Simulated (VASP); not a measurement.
# Cr (P6_3/mmc) in VASP: further runs, part 2 of 2

VASP 6.6.1.

## 3. Single point, PBEsol, collinear spin, antiferromagnetic start (11.01 Å³/atom)

This run uses another cell than the first one, of 11.01 Å³/atom.

INCAR

```
PREC     = Accurate       # precision mode
ENCUT    = 520            # plane-wave cutoff, eV
EDIFF    = 1E-6           # SCF threshold, eV
ISMEAR   = -1             # smearing method
SIGMA    = 0.05           # smearing width, eV
LREAL    = F              # projectors in reciprocal space
LASPH    = T              # aspherical terms in the spheres
NELM     = 150            # most SCF steps
ALGO     = Normal         # electronic algorithm
ISIF     = 2              # what is computed and relaxed
LWAVE    = F              # write WAVECAR
LCHARG   = T              # write CHGCAR
ISPIN    = 2              # spin polarisation
MAGMOM   = 1.5 1.5 -1.5 -1.5 # initial moments
LORBIT   = 11             # projections on sites
LMAXMIX  = 4              # l up to which the mixer works
GGA      = PS             # functional
LELF     = T              # ELF
LVHAR    = T            
NBANDS   = 36             # bands
```

KPOINTS

```
regular mesh
0
Gamma
  16 16 4
```

POSCAR

```
Cr
1.0
    2.4349129097      0.0000000000      0.0000000000
   -1.2174564549      2.1086964358      0.0000000000
    0.0000000000      0.0000000000      8.5789073819
Cr
4
Direct
    1.0000000000      0.0000000000      0.0000000000
    0.0000000000      0.0000000000      0.5000000000
    0.3333333333      0.6666666667      0.2500000000
    0.6666666667      0.3333333333      0.7500000000
```

Potentials or basis: VASP PAW PBE potentials, release 64 (Cr_pv).

Started as:

```sh
$ cat potpaw_PBE.64/Cr_pv/POTCAR > POTCAR
$ mpirun -np 1 vasp_std > vasp.out
```

It took 1.9 min on 1 thread of AMD EPYC 9R45 (Zen 5), shared host; peak memory 0.27 GiB.

The run converged. Its results:

```yaml
Free_energy: -39.3070 eV
Pressure: 10.9 GPa
Band_gap_on_the_k_mesh: zero (filled and empty bands overlap)
Net_moment: 0.00 μB per cell
Valence_electrons_inside_the_program's_atomic_spheres: Cr 11.19
```

Stress tensor (GPa, compression positive):
```
11.43  0.00  0.00
 0.00 11.43  0.00
 0.00  0.00  9.71
```

Levels at points of the mesh, in eV from the Fermi level:
Spin up:
```
           k point  band 21  band 22  band 23  band 24  band 25  band 26  band 27  band 28
(0.00, 0.00, 0.00)    -0.52    -0.42    -0.42    -0.23    -0.23    -0.11    -0.11     0.03
(0.50, 0.00, 0.00)    -0.74    -0.29    -0.29     0.99     0.99     2.00     2.58     2.59
(0.00, 0.00, 0.50)    -0.43    -0.43    -0.43    -0.43    -0.22    -0.22    -0.22    -0.22
(0.50, 0.00, 0.50)     0.06     0.06     0.21     0.21     0.77     0.77     2.07     2.07
```
Spin down:
```
           k point  band 21  band 22  band 23  band 24  band 25  band 26  band 27  band 28
(0.00, 0.00, 0.00)    -0.52    -0.41    -0.41    -0.23    -0.23    -0.11    -0.11     0.03
(0.50, 0.00, 0.00)    -0.73    -0.29    -0.29     0.99     0.99     2.00     2.58     2.59
(0.00, 0.00, 0.50)    -0.43    -0.43    -0.43    -0.43    -0.22    -0.22    -0.22    -0.22
(0.50, 0.00, 0.50)     0.06     0.06     0.21     0.21     0.77     0.77     2.07     2.07
```

Caveat: the cell stands under pressure; the PAW data sets were made with another functional, which shifts forces and pressure a little.

## 4. Single point, PBEsol, collinear spin, ferromagnetic start (11.93 Å³/atom)

This run uses another cell than the first one, of 11.93 Å³/atom.

INCAR

```
  ALGO = Normal
  EDIFF = 1E-6
  ENCUT = 520
  GGA = PS
  ISIF = 2
  ISMEAR = -1
  ISPIN = 2
  LASPH = T
  LCHARG = F
  LMAXMIX = 4
  LORBIT = 11
  LREAL = F
  LWAVE = F
  MAGMOM = 1.5 1.5 1.5 1.5
  NBANDS = 36
  NELM = 150
  PREC = Accurate
  SIGMA = 0.05
```

KPOINTS

```
k-points
0
Gamma
  16 16 4
```

POSCAR

```
Cr
1.0
    2.5007531019      0.0000000000      0.0000000000
   -1.2503765509      2.1657157148      0.0000000000
    0.0000000000      0.0000000000      8.8108811550
Cr
4
Direct
    0.0000000000      1.0000000000      1.0000000000
    0.0000000000      0.0000000000      0.5000000000
    0.3333333333      0.6666666667      0.2500000000
    0.6666666667      0.3333333333      0.7500000000
```

Started as:

```sh
$ cat potpaw_PBE.64/Cr_pv/POTCAR > POTCAR
$ mpirun -np 1 vasp_std > vasp.out
```

Run time: 8.4 min. Hardware: 1 thread of Intel Xeon 8259CL, shared host; peak memory 0.33 GiB.

It converged, with:

```yaml
Free_energy: -39.3053 eV
Pressure: -9.8 GPa
Band_gap_on_the_k_mesh: zero (filled and empty bands overlap)
Net_moment: 0.00 μB per cell
Valence_electrons_inside_the_program's_atomic_spheres: Cr 11.01
```

Stress tensor (GPa, compression positive):
```
-9.97  0.00  0.00
 0.00 -9.97  0.00
 0.00  0.00 -9.50
```

Levels at points of the mesh, in eV from the Fermi level:
Spin up:
```csv
k point,band 22,band 23,band 24,band 25,band 26,band 27
"(0.00, 0.00, 0.00)",-0.35,-0.35,-0.18,-0.18,-0.08,-0.07
"(0.50, 0.00, 0.00)",-0.28,-0.23,0.90,0.90,1.75,2.31
"(0.00, 0.00, 0.50)",-0.36,-0.36,-0.36,-0.17,-0.17,-0.17
"(0.50, 0.00, 0.50)",0.08,0.13,0.13,0.66,0.66,1.86
```
Spin down:
```csv
k point,band 20,band 21,band 22,band 23,band 24,band 25,band 26,band 27,band 28,band 29
"(0.00, 0.00, 0.00)",-0.44,-0.44,-0.35,-0.35,-0.18,-0.18,-0.08,-0.07,-0.07,1.12
"(0.50, 0.00, 0.00)",-1.45,-0.72,-0.28,-0.23,0.90,0.90,1.75,2.31,2.32,2.60
"(0.00, 0.00, 0.50)",-0.98,-0.36,-0.36,-0.36,-0.36,-0.17,-0.17,-0.17,-0.17,1.30
"(0.50, 0.00, 0.50)",-1.56,0.08,0.08,0.13,0.13,0.66,0.66,1.86,1.86,2.79
```

Caveat: the cell stands under tension; the PAW data sets were made with another functional, which shifts forces and pressure a little.

## 5. Relaxation of cell and atoms, PBEsol, collinear spin, antiferromagnetic start

This run uses another cell than the first one, of 11.99 Å³/atom.

INCAR

```
SYSTEM = Cr
PREC = Accurate
ENCUT = 600
EDIFF = 1E-6
ISMEAR = -1
SIGMA = 0.05
LREAL = .FALSE.
LASPH = .TRUE.
NELM = 150
ALGO = Normal
ISIF = 3
LWAVE = .FALSE.
LCHARG = .FALSE.
ISPIN = 2
MAGMOM = 1.5 1.5 -1.5 -1.5
LORBIT = 11
LMAXMIX = 4
GGA = PS
IBRION = 2
NSW = 80
EDIFFG = -0.01
```

KPOINTS

```
Automatic mesh
0
G
  14 14 4
  0 0 0
```

POSCAR

```
Cr
1.0
    2.5692592270      0.0000000000      0.0000000000
   -1.2846296135      2.2250437595      0.0000000000
    0.0000000000      0.0000000000      8.3912006354
Cr
4
Direct
    0.0000000000      0.0000000000      0.0000000000
    0.0000000000      0.0000000000      0.5000000000
    0.3333333333      0.6666666667      0.2500000000
    0.6666666667      0.3333333333      0.7500000000
```

Started as:

```sh
$ cat potpaw_PBE.64/Cr_pv/POTCAR > POTCAR
$ mpirun -np 1 vasp_std > vasp.out
```

It took 73 min on 1 thread of Oxide Virtual Turin-like, shared host; peak memory 0.31 GiB.

It converged, with:

- Free energy: -39.3714 eV
- Relaxed volume: 11.44 Å³/atom
- Relaxed cell: a = 2.466 Å, b = 2.466 Å, c = 8.692 Å, α = 90.00°, β = 90.00°, γ = 120.00°
- Space group after relaxing (to 0.1 Å): P6_3/mmc (No. 194)
- Energy gained by relaxing: 43.7 meV/atom
- Ionic steps: 14
- Pressure after relaxing: 0.0 GPa
- Net moment: 0.00 μB per cell
- Valence electrons inside the program's atomic spheres: Cr 11.10

The path:
```
step  energy change (eV)  largest force (eV/Å)  pressure (GPa)  volume (Å³)
   1              0.0000                0.0000          -11.38        47.97
   2              0.1140                0.0000           23.62        42.29
   3             -0.0981                0.0000            0.69        45.56
   4             -0.0982                0.0000            1.06        45.51
   5             -0.1381                0.0000            1.59        45.43
   6             -0.1196                0.0000            5.22        45.08
   7             -0.1677                0.0000            2.49        45.32
   8             -0.1693                0.0000            3.11        45.26
   9             -0.1701                0.0000            2.90        45.28
  10             -0.1554                0.0000           -5.30        46.80
  11             -0.1745                0.0000            0.08        45.77
  12             -0.1745                0.0000            0.23        45.76
  13             -0.1746                0.0000           -0.05        45.79
  14             -0.1746                0.0000            0.03        45.78
```

Final structure:
```cif
data_structure
_symmetry_space_group_name_H-M 'P 1'
_symmetry_Int_Tables_number 1
_cell_length_a 2.4661
_cell_length_b 2.4661
_cell_length_c 8.6921
_cell_angle_alpha 90.000
_cell_angle_beta 90.000
_cell_angle_gamma 120.000
_cell_volume 45.78
loop_
_atom_site_label
_atom_site_type_symbol
_atom_site_fract_x
_atom_site_fract_y
_atom_site_fract_z
_atom_site_occupancy
Cr1 Cr 0.00000 0.00000 0.00000 1
Cr2 Cr 0.00000 0.00000 0.50000 1
Cr3 Cr 0.33333 0.66667 0.25000 1
Cr4 Cr 0.66667 0.33333 0.75000 1
```

Levels at points of the mesh, in eV from the Fermi level:
Spin up:
```csv
k point,band 21,band 22,band 23,band 24,band 25,band 26,band 27,band 28
"(0.00, 0.00, 0.00)",-0.47,-0.37,-0.37,-0.21,-0.21,-0.08,-0.08,-0.03
"(0.50, 0.00, 0.00)",-0.73,-0.28,-0.25,0.95,0.95,1.87,2.45,2.46
"(0.00, 0.00, 0.50)",-0.39,-0.39,-0.39,-0.39,-0.19,-0.19,-0.19,-0.19
"(0.50, 0.00, 0.50)",0.08,0.08,0.17,0.17,0.72,0.72,1.97,1.97
```
Spin down:
```
           k point  band 21  band 22  band 23  band 24  band 25  band 26  band 27  band 28
(0.00, 0.00, 0.00)    -0.47    -0.37    -0.37    -0.21    -0.21    -0.08    -0.08    -0.03
(0.50, 0.00, 0.00)    -0.73    -0.28    -0.25     0.95     0.95     1.87     2.45     2.46
(0.00, 0.00, 0.50)    -0.39    -0.39    -0.39    -0.39    -0.19    -0.19    -0.19    -0.19
(0.50, 0.00, 0.50)     0.08     0.08     0.17     0.17     0.72     0.72     1.97     1.97
```

Caveat: the highest band is partly filled, so the run has too few bands; the PAW data sets were made with another functional, which shifts forces and pressure a little.
